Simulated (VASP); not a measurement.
# Ce (Fm-3m) in VASP: notebook

Ce is run at these levels: r2SCAN; tasks: single point.

All numbers are computed with VASP 6.6.1; they aren't measurements. Logs are shortened: lines on timing, memory, paths and dates and some standing lists are left out, and cuts for length are marked.

## (1) The cell of the first run

The structure is cubic, space group Fm-3m (No. 225). Conventional cell: a = 4.703 Å, b = 4.703 Å, c = 4.703 Å, α = 90.00°, β = 90.00°, γ = 90.00°. Within 4.4 Å of Ce (site symmetry m-3m) lie 12 Ce at 3.33 Å.

## (2) Single point, r2SCAN

Input file POSCAR:

```
Ce
1.0
    0.0000000000      2.3514226545      2.3514226545
    2.3514226545      0.0000000000      2.3514226545
    2.3514226545      2.3514226545      0.0000000000
Ce
1
Direct
    0.0000000000      0.0000000000      0.0000000000
```

Input file INCAR.step1:

```
SYSTEM = Ce
PREC     = Accurate       ! precision mode
ENCUT    = 520            ! plane-wave cutoff, eV
ISMEAR   = -1             ! smearing method
SIGMA    = 0.1            ! smearing width, eV
LREAL    = .FALSE.        ! projectors in reciprocal space
LASPH    = .TRUE.         ! aspherical terms in the spheres
NELM     = 80             ! most SCF steps
NBANDS   = 12             ! bands
GGA      = PE             ! functional
ALGO     = Normal         ! electronic algorithm
EDIFF    = 1E-4           ! SCF threshold, eV
LWAVE    = .TRUE.         ! write WAVECAR
LCHARG   = .FALSE.        ! write CHGCAR
```

Input file INCAR.step2:

```
SYSTEM = Ce
PREC     = Accurate       ! precision mode
ENCUT    = 520            ! plane-wave cutoff, eV
EDIFF    = 1E-7           ! SCF threshold, eV
ISMEAR   = -1             ! smearing method
SIGMA    = 0.1            ! smearing width, eV
LREAL    = .FALSE.        ! projectors in reciprocal space
LASPH    = .TRUE.         ! aspherical terms in the spheres
NELM     = 80             ! most SCF steps
ALGO     = Normal         ! electronic algorithm
ISIF     = 2              ! what is computed and relaxed
LWAVE    = .FALSE.        ! write WAVECAR
LCHARG   = .FALSE.        ! write CHGCAR
METAGGA  = R2SCAN         ! meta-GGA
LMIXTAU  = .TRUE.       
NBANDS   = 12             ! bands
ISTART   = 1
```

Input file KPOINTS:

```
regular mesh
0
G
  12 12 12
  0 0 0
```

Potentials or basis: VASP PAW PBE potentials, release 64 (Ce).

Command:

```
> cat potpaw_PBE.64/Ce/POTCAR > POTCAR
> cp INCAR.step1 INCAR
> mpirun -np 1 vasp_std > vasp.out
> cp INCAR.step2 INCAR
> mpirun -np 1 vasp_std > vasp.out
```

OUTCAR:

```text
SYSTEM = Ce
   PREC = Accurate
   ENCUT = 520
   EDIFF = 1E-7
   ISMEAR = -1
   LREAL = .FALSE.
   LASPH = .TRUE.
   NELM = 80
   ISIF = 2
   METAGGA = R2SCAN
   ISTART = 1

 ion  position               nearest neighbor table
   1  0.000  0.000  0.000-

  LATTYP: Found a face centered cubic cell.
 ALAT       =     4.7028453090

  Lattice vectors:

 A1 = (   0.0000000000,   2.3514226545,   2.3514226545)
 A2 = (   2.3514226545,   0.0000000000,   2.3514226545)
 A3 = (   2.3514226545,   2.3514226545,   0.0000000000)

Analysis of symmetry for initial positions (statically):
=====================================================================
 Subroutine PRICEL returns:
 Original cell was already a primitive cell.

 Routine SETGRP: Setting up the symmetry group for a
 face centered cubic supercell.

 Subroutine GETGRP returns: Found 48 space group operations
 (whereof 48 operations were pure point group operations)
 out of a pool of 48 trial point group operations.

The static configuration has the point symmetry O_h .

Analysis of symmetry for dynamics (positions and initial velocities):
=====================================================================
 Subroutine PRICEL returns:
 Original cell was already a primitive cell.

 Routine SETGRP: Setting up the symmetry group for a
 face centered cubic supercell.

 Subroutine GETGRP returns: Found 48 space group operations
 (whereof 48 operations were pure point group operations)
 out of a pool of 48 trial point group operations.

The dynamic configuration has the point symmetry O_h .

 Subroutine INISYM returns: Found 48 space group operations
 (whereof 48 operations are pure point group operations),
 and found     1 'primitive' translations

----------------------------------------------------------------------------------------

                                     Primitive cell

  volume of cell :      26.0029

  direct lattice vectors                    reciprocal lattice vectors
     0.000000000  2.351422654  2.351422654    -0.212637230  0.212637230  0.212637230
     2.351422654  0.000000000  2.351422654     0.212637230 -0.212637230  0.212637230
     2.351422654  2.351422654  0.000000000     0.212637230  0.212637230 -0.212637230

  length of vectors
     3.325413809  3.325413809  3.325413809     0.368298486  0.368298486  0.368298486

[... 83 lines left out ...]
   NFREE  =      0    steps in history (QN), initial steepest desc. (CG)
   ISIF   =      2    stress and relaxation
   ISYM   =      2    0-nonsym 1-usesym 2-fastsym
   POTIM  = 0.5000    time-step for ionic-motion
   TEBEG  =    0.0;   TEEND  =   0.0 temperature during run
   PSTRESS=    0.0 pullay stress
   NELECT =      12.0000    total number of electrons
   NUPDOWN=      -1.0000    fix difference up-down
   EMIN   =  10.00;   EMAX   =-10.00  energy-range for DOS
   EFERMI =   0.00;   METHOD = LEGACY
   ISMEAR =    -1;   SIGMA  =   0.10  broadening in eV -4-tet -1-fermi 0-gaus
   EFERMI_NEDOS =   21; number of points for ismear=-14 and -15
   IALGO  =     38    algorithm
   IMIX   =      4    mixing-type and parameters
     AMIX     =   0.40;   BMIX     =  1.00
     AMIX_MAG =   1.60;   BMIX_MAG =  1.00
  volume/ion in A,a.u.               =      26.00       175.48
  Fermi-wavevector in a.u.,A,eV,Ry     =   1.265109  2.390709 21.776129  1.600500
  Thomas-Fermi vector in A             =   2.398379
   LORBIT       =      0    0 simple, 1 ext, 2 COOP (PROOUT), +10 PAW based schemes
   METAGGA = R2SCAN    functional components
   LHFCALC =     F    Hartree Fock is set to
   AEXX    =    0.0000 exact exchange contribution
   IVDW    =     0    specifies the selected vdW correction
   LEPSILON=     F    determine dielectric tensor
   LRPA    =     F    only Hartree local field effects (RPA)
 non-spin polarized calculation
  energy-cutoff  :      520.00
  volume of cell :       26.00
 maximum number of plane-waves:       725
 NGX is ok and might be reduce to    28
   NGX = 13   NGY = 13   NGZ = 13

 number of electron      12.0000000 magnetization

 Free energy of the ion-electron system (eV)
  ---------------------------------------------------
  ext. energy  EPLUGINS =         0.00000000
  ---------------------------------------------------
  free energy    TOTEN  =       -30.86288970 eV

  energy without entropy =      -30.79539974  energy(sigma->0) =      -30.82914472

 E-fermi :   9.7937     XC(G=0): -12.2221

 val. band max:        9.7897938272   @ k =   0.3333   0.0000   0.0000
 cond. band min:       9.7942579824   @ k =  -0.2500   0.3333   0.0833
 fundamental gap:      0.0044641552
 Fermi energy:         9.7936975847

 k-point     1 :       0.0000    0.0000    0.0000
  band No.  band energies     occupation
      1     -26.3796      2.00000
      2      -6.9555      2.00000
      3      -6.9555      2.00000
      4      -6.9555      2.00000
      5       6.8957      2.00000
      6       9.4622      1.92989
      7      10.2257      0.02626
      8      10.2257      0.02626
      9      10.2257      0.02626
     10      11.1820      0.00000
     11      11.1820      0.00000
     12      11.1820      0.00000
[... 331 lines left out ...]
 k-point    24 :      -0.4167    0.1667    0.0000
  band No.  band energies     occupation
      1     -25.7151      2.00000
      2      -9.7922      2.00000
      3      -7.9774      2.00000
      4      -7.4570      2.00000
      5       8.4165      2.00000
      6       9.1879      1.99533
      7      10.3836      0.00547
      8      10.4560      0.00266
      9      10.5248      0.00134
     10      10.6880      0.00026
     11      10.8837      0.00004
     12      10.8928      0.00003

 [... further k-points ...]

------------------------ aborting loop because EDIFF is reached ----------------------------------------

  FORCE on cell =-STRESS in cart. coord.  units (eV):
  Direction    XX          YY          ZZ          XY          YZ          ZX
  --------------------------------------------------------------------------------------
  -------------------------------------------------------------------------------------
  Total       -0.1644303     -0.1644303     -0.1644303     -0.0000000     -0.0000000      0.0000000
  in kB      -10.1314218    -10.1314218    -10.1314218     -0.0000000     -0.0000000      0.0000000
  external PRESSURE =     -10.1314218 kB  Pullay stress =       0.0000000 kB

 VOLUME and BASIS-vectors are now :
 -----------------------------------------------------------------------------
  energy-cutoff  :      520.00
  volume of cell :       26.00
      direct lattice vectors                 reciprocal lattice vectors
     0.000000000  2.351422654  2.351422654    -0.212637230  0.212637230  0.212637230
     2.351422654  0.000000000  2.351422654     0.212637230 -0.212637230  0.212637230
     2.351422654  2.351422654  0.000000000     0.212637230  0.212637230 -0.212637230

 POSITION                                       TOTAL-FORCE (eV/Angst)
 -----------------------------------------------------------------------------------
      0.00000      0.00000      0.00000         0.000000     -0.000000      0.000000
 -----------------------------------------------------------------------------------
    total drift:                               -0.000000     -0.000000     -0.000000

  FREE ENERGIE OF THE ION-ELECTRON SYSTEM (eV)
  ---------------------------------------------------
  free  energy   TOTEN  =       -30.8628897030 eV

  energy  without entropy=      -30.7953997441  energy(sigma->0) =      -30.82914472
```

OUTCAR.step1:

```text
SYSTEM = Ce
   PREC = Accurate
   ENCUT = 520
   ISMEAR = -1
   LREAL = .FALSE.
   LASPH = .TRUE.
[... 577 lines left out ...]
 -----------------------------------------------------------------------------------
      0.00000      0.00000      0.00000        -0.000000     -0.000000      0.000000
 -----------------------------------------------------------------------------------
    total drift:                                0.000000      0.000000      0.000000

  FREE ENERGIE OF THE ION-ELECTRON SYSTEM (eV)
  ---------------------------------------------------
  free  energy   TOTEN  =        -5.9734188014 eV

  energy  without entropy=       -5.8825378190  energy(sigma->0) =       -5.92797831
```

Wall time 8.9 min (1 thread of Intel Xeon 8259CL, shared host); peak memory 0.17 GiB.

Results:

```yaml
Free_energy: -30.8629 eV
Pressure: -1.0 GPa
Band_gap_on_the_k_mesh: zero (bands 6 and 7 overlap by 0.55 eV)
```

Levels at points of the mesh, in eV from the Fermi level:
```csv
k point,band 4,band 5,band 6,band 7,band 8,band 9
"(0.00, 0.00, 0.00)",-16.75,-2.90,-0.33,0.43,0.43,0.43
"(0.50, 0.00, 0.00)",-17.13,-2.24,-0.16,0.65,0.65,0.75
"(0.50, 0.50, 0.00)",-17.84,-3.19,-2.51,0.73,0.76,0.82
```

Caveat: the PAW data sets were made with another functional, which shifts forces and pressure a little; spin-orbit coupling is left out, which moves the levels of the heavy elements; semilocal functionals describe open f shells poorly, which spoils levels, moments and volumes.

[end of part 1 of 2]

The gap in the log of VASP goes by the Fermi energy; the results here count the filled bands.